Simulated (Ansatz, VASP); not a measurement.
CuO in VASP and in Ansatz

Contents of INCAR:

```
SYSTEM = CuO
ALGO = Normal ; EDIFF = 1E-6
ENCUT = 520 ; GGA = PE
ISIF = 2 ; ISMEAR = -1
LASPH = .TRUE. ; LCHARG = .TRUE.
LELF = .TRUE. ; LREAL = .FALSE.
LVHAR = .TRUE. ; LWAVE = .FALSE.
NBANDS = 16 ; NELM = 60
PREC = Accurate ; SIGMA = 0.08
```

The input KPOINTS:

```
k-points
0
G
  16 16 16
  0 0 0
```

File POSCAR:

```
CuO
1.0
    0.0000000000      2.0865528865      2.0865528865
    2.0865528865      0.0000000000      2.0865528865
    2.0865528865      2.0865528865      0.0000000000
Cu O
1 1
Direct
    0.0000000000      0.0000000000      0.0000000000
    0.5000000000      0.5000000000      0.5000000000
```

Input for Ansatz:

```yaml
crystal:
  lattice:
    - [0.0, 2.0865528865, 2.0865528865]
    - [2.0865528865, 0.0, 2.0865528865]
    - [2.0865528865, 2.0865528865, 0.0]
  atoms:
    - { symbol: Cu, position: [0.0, 0.0, 0.0] }
    - { symbol: O, position: [0.5, 0.5, 0.5] }
kpoints:
  mp_grid: { grid: [16, 16, 16] }
scf:
  occupations: { method: fermi_dirac, width: 0.08 }
hamiltonian:
  xc: pbe
  pseudopotentials: { kind: all_electron, lapw: { basis_error: 0.0005 } }
output:
  forces: true
  stress: true
  eigenvalues: true
```

Change from the starting cell: volume scaled by 0.95.

Alike in both runs: task single point; functional PBE; k mesh 16 × 16 × 16; occupations fermi-dirac, width 0.08 eV; no spin polarisation.

```csv
,VASP,Ansatz
version,VASP 6.6.1,Ansatz 0.2.0
potentials or method,"VASP PAW PBE potentials, release 64 (Cu, O), cutoff 520 eV","all-electron LAPW, scalar-relativistic"
```

```csv
,VASP,Ansatz,Ansatz less VASP
pressure (GPa),10.6,10.1,-0.43
```

Ansatz ran all-electron here, and VASP with PAW potentials.
